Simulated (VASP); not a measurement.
Te: single point with LDA

The system is Te.

```
Te
1.0
    -2.95779    3.87597    1.53515
     2.95779   -3.87597    1.53515
     2.95779    3.87597   -1.53515
Te
2
Direct
  0.00724 0.73991 0.25666
  0.98375 0.24229 0.75956
```

```yaml
Program: VASP 6.6.1
Task: single point
Functional: LDA
Potentials_or_basis: VASP PAW LDA potentials, release 64 (Te)
Cutoff: 520 eV
k_mesh: 15 × 16 × 9
Occupations: methfessel-paxton, width 0.05 eV
Spin: no spin polarisation
```

* Pressure: -2.1 GPa
* Largest force: 0.073 eV/Å
* Band gap on the k mesh: zero (bands 6 and 7 overlap by 3.87 eV)

Forces in eV/Å, atoms in the order of the input:
```
Te   0.065 -0.031 -0.014
Te  -0.065  0.031  0.014
```

Stress tensor (GPa, compression positive):
```
-1.30  0.05 -0.06
 0.05 -1.86 -0.13
-0.06 -0.13 -3.15
```

Levels at points of the mesh, in eV from the Fermi level:
```
           k point  band 4  band 5  band 6  band 7  band 8  band 9
(0.00, 0.00, 0.00)   -2.10   -1.60    2.77    2.84    3.68    3.80
(0.00, 0.50, 0.00)   -4.56   -0.79   -0.51   -0.16    0.46    5.93
```

Run time: 27 min on 1 thread of Intel Xeon 8259CL, on a shared host, peak memory 0.86 GiB.

Caveat: spin-orbit coupling is left out, which moves the levels of the heavy elements.
